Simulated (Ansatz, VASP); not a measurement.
## Nb5I2: VASP beside Ansatz

```
Nb I
1.0
     4.75226    0.00000    0.00000
    -2.37613    4.11558    0.00000
     0.00000    0.00000   10.49490
Nb I
5 2
Direct
  0.33333 0.66667 0.62226
  0.33333 0.66667 0.37774
  0.66667 0.33333 0.37774
  0.66667 0.33333 0.62226
  0.00000 0.00000 0.50000
  0.00000 0.00000 0.21700
  0.00000 0.00000 0.78300
```

Alike in both runs: functional PBE; k mesh 12 × 12 × 4; occupations gaussian, width 0.1 eV; no spin polarisation.

Ansatz relaxed the structure, and its values are those at the end. VASP's run is a single point on that final structure, the one shown.

|  | VASP | Ansatz |
| --- | --- | --- |
| version | VASP 6.6.1 | Ansatz 0.2.0 |
| potentials or method | VASP PAW PBE potentials, release 64 (Nb_sv, I), cutoff 520 eV | scalar-relativistic, plane waves, PAW |
| valence electrons in the cell | 79 | 99 |

Ansatz gave:

* gap on the k mesh at the Fermi level (eV): none
* pressure (GPa): 0.0
* rms of the force components (eV/Å): 0.000

Q: Which values does VASP return?

A: gap on the k mesh at the Fermi level (eV): none; pressure (GPa): -0.1; rms of the force components (eV/Å): 0.005.

A gap of «none» marks a metal or a gap that the smearing closes. VASP's potentials hold 79 valence electrons a cell and Ansatz's 99, so a difference there can come from the potentials and not from the codes.

Spin-orbit coupling is off throughout.
